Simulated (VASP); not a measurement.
Set up this calculation in VASP 6.6.1, as the native input.

```
Task                   : relaxation of cell and atoms
Functional             : PBE
Dispersion             : D4
Potentials or basis    : VASP PAW PBE potentials, release 64 (Ta_pv, Si)
Cutoff                 : 600 eV
k mesh                 : 7 × 7 × 4
Occupations            : fermi-dirac, width 0.05 eV
Spin                   : no spin polarisation
Dipole correction      : no
Further INCAR settings : ALGO = Normal; EDIFF = 1e-06; IBRION = 2; EDIFFG = -0.01; NSW = 60; ISIF = 3
```

The structure of TaSi2 lies in POSCAR:

```
TaSi2
1.0
    4.7800000000      0.0000000000      0.0000000000
   -2.3900000000      4.1396014301      0.0000000000
    0.0000000000      0.0000000000      6.5640000000
Ta Si
3 6
Direct
    0.0000000000      0.5000000000      0.1666666667
    0.5000000000      0.5000000000      0.8333333333
    0.5000000000      0.0000000000      0.5000000000
    0.3333000000      0.1666500000      0.1666666667
    0.1666500000      0.8333500000      0.8333333333
    0.8333500000      0.6667000000      0.5000000000
    0.6667000000      0.8333500000      0.1666666667
    0.8333500000      0.1666500000      0.8333333333
    0.1666500000      0.3333000000      0.5000000000
```

One way to write it, as run:

INCAR

```
PREC = Accurate
ENCUT = 600
EDIFF = 1E-6
ISMEAR = -1
SIGMA = 0.05
LREAL = F
LASPH = T
NELM = 80
ALGO = Normal
ISIF = 3
LWAVE = F
LCHARG = F
GGA = PE
IVDW = 13
IBRION = 2
NSW = 60
EDIFFG = -0.01
```

KPOINTS

```
Automatic mesh
0
Gamma
  7 7 4
```

Potentials or basis: VASP PAW PBE potentials, release 64 (Ta_pv, Si).

Launch:

```console
$ cat potpaw_PBE.64/Ta_pv/POTCAR potpaw_PBE.64/Si/POTCAR > POTCAR
$ mpirun -np 1 vasp_std > vasp.out
```

Results of the run:

| Quantity | Value |
| --- | --- |
| Relaxed volume | 14.33 Å³/atom |
| Relaxed cell | a = 4.760 Å, b = 4.760 Å, c = 6.570 Å, α = 90.00°, β = 90.00°, γ = 120.00° |
| Space group after relaxing (to 0.1 Å) | P6_222 (No. 180) |
| Energy gained by relaxing | 17.1 meV/atom |
| Ionic steps | 7 |
| Pressure after relaxing | 0.0 GPa |
| Largest force after relaxing | 0.008 eV/Å |
| Band gap on the k mesh | zero (an odd number of electrons rules out a gap without spin polarisation) |
| Dispersion energy per atom | -0.423 eV |

Caveat: spin-orbit coupling is left out, which moves the levels of the heavy elements.

It took 13 min on 1 thread of Intel Xeon 8259CL, with other jobs on the host, peak memory 0.36 GiB.
